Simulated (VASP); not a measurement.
Runs of VASP 6.6.1 on Si. The structure is that of space group Pm-3m (No. 221), or close to it. The cells are those of the table. This isn't the form of Si at room conditions, which is diamond.

| cell | gap on the mesh (eV) | pressure (GPa) |
| --- | --- | --- |
| a = 2.582 Å, 1 atom | none | -5.2 |
| a = 2.532 Å, 1 atom | none | (a) |
| a = 2.515 Å, 1 atom | none | 2.1 |
| a = 2.565 Å, 1 atom | none | -3.7 |
| a = 2.549 Å, 1 atom | none | (b) |

Alike in all rows: task single point; level PBE; potentials or basis VASP PAW PBE potentials, release 64 (Si); no spin polarisation; k mesh 43 × 43 × 43; cutoff (eV) 500; smearing fermi-dirac 0.0612256 eV.

Question: Fill in the values left out.

Answer: (a) -0.1; (b) -2.0.

Caveats: the cell stands under tension (at least some runs).

A gap of «none» marks levels without a gap at the run's occupations.
